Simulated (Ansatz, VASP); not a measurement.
## One calculation of MgSe, two programs

INCAR

```
SYSTEM = MgSe
ALGO = Normal ; EDIFF = 1E-6
ENCUT = 600 ; GGA = PE
GGA_COMPAT = .FALSE. ; ISIF = 2
ISMEAR = 0 ; LASPH = .TRUE.
LCHARG = .FALSE. ; LREAL = .FALSE.
LWAVE = .FALSE. ; NBANDS = 11
NELM = 120 ; PREC = Accurate
SIGMA = 0.02
```

The input KPOINTS:

```
k-points
0
G
  8 8 8
  0 0 0
```

Contents of POSCAR:

```
MgSe
1.0
    0.0000000000      2.8433884037      2.8433884037
    2.8433884037      0.0000000000      2.8433884037
    2.8433884037      2.8433884037      0.0000000000
Mg Se
1 1
Direct
    0.0000000000      0.0000000000      0.0000000000
    0.5000000000      0.5000000000      0.5000000000
```

Input for Ansatz:

```yaml
crystal:
  lattice:
    - [0.0, 2.8433884037, 2.8433884037]
    - [2.8433884037, 0.0, 2.8433884037]
    - [2.8433884037, 2.8433884037, 0.0]
  atoms:
    - { symbol: Mg, position: [0.0, 0.0, 0.0] }
    - { symbol: Se, position: [0.5, 0.5, 0.5] }
basis:
  ecutwfc: 420
kpoints:
  mp_grid: { grid: [8, 8, 8] }
hamiltonian:
  xc: pbe
scf:
  occupations: { method: gaussian, width: 0.02 }
output:
  forces: true
  stress: true
  eigenvalues: true
```

Alike in both runs: task single point; functional PBE; k mesh 8 × 8 × 8; occupations gaussian, width 0.02 eV; no spin polarisation.

|  | VASP | Ansatz |
| --- | --- | --- |
| version | VASP 6.6.1 | Ansatz 0.2.0 |
| potentials or method | VASP PAW PBE potentials, release 64 (Mg, Se), cutoff 600 eV | scalar-relativistic, plane waves, PAW |
| valence electrons in the cell | 8 | 26 |

Ansatz gave:

| Quantity | Value |
| --- | --- |
| gap on the k mesh at the Fermi level (eV) | 1.61 |
| least direct gap on the mesh (eV) | 1.83 |
| pressure (GPa) | -4.8 |

Question: What did VASP give for the same quantities?

Answer: gap on the k mesh at the Fermi level (eV): 1.58; least direct gap on the mesh (eV): 1.82; pressure (GPa): -4.9.

VASP's potentials hold 8 valence electrons a cell and Ansatz's 26, so a difference there can come from the potentials and not from the codes.
